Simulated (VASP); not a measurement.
Set up this calculation in VASP 6.6.1, as the native input.

```
Task                   : single point
Functional             : PBE
Potentials or basis    : VASP PAW PBE potentials, release 64 (Ti_sv, O)
Cutoff                 : 520 eV
k mesh                 : 6 × 6 × 10
Occupations            : gaussian, width 0.05 eV
Spin                   : no spin polarisation
Dipole correction      : no
Further INCAR settings : ALGO = Normal; EDIFF = 1e-06; NBANDS = 33
```

The structure of TiO2 lies in POSCAR:

```
TiO2
1.0
    4.7594848118      0.0000000000      0.0000000000
    0.0000000000      4.7594848118      0.0000000000
    0.0000000000      0.0000000000      3.0379602810
Ti O
2 4
Direct
    0.0000000000      0.0000000000      0.0078488792
    0.5000000000      0.5000000000      0.5078488792
    0.3050970583      0.3050970583     -0.0117414307
    0.1949029417      0.8050970583      0.4882585693
    0.6949029417      0.6949029417     -0.0117414307
    0.8050970583      0.1949029417      0.4882585693
```

These files were run (other wordings do the same):

INCAR

```
ALGO = Normal ; EDIFF = 1E-6
ENCUT = 520 ; GGA = PE
ISIF = 2 ; ISMEAR = 0
LASPH = T ; LCHARG = T
LELF = T ; LREAL = F
LVHAR = T ; LWAVE = F
NBANDS = 33 ; NELM = 60
PREC = Accurate ; SIGMA = 0.05
```

KPOINTS

```
k-points
0
Gamma
  6 6 10
```

Potentials or basis: VASP PAW PBE potentials, release 64 (Ti_sv, O).

Command:

```bash
$ cat potpaw_PBE.64/Ti_sv/POTCAR potpaw_PBE.64/O/POTCAR > POTCAR
$ mpirun -np 1 vasp_std > vasp.out
```

It gave:

The pressure is -13.5 GPa, the largest force is 0.324 eV/Å and the band gap on the k mesh is 1.75 eV, direct.

It took 51 s on 1 thread of Intel(R) Xeon(R) Platinum 8481C CPU @ 2.70GHz (Sapphire Rapids), on a shared host, peak memory 0.24 GiB.
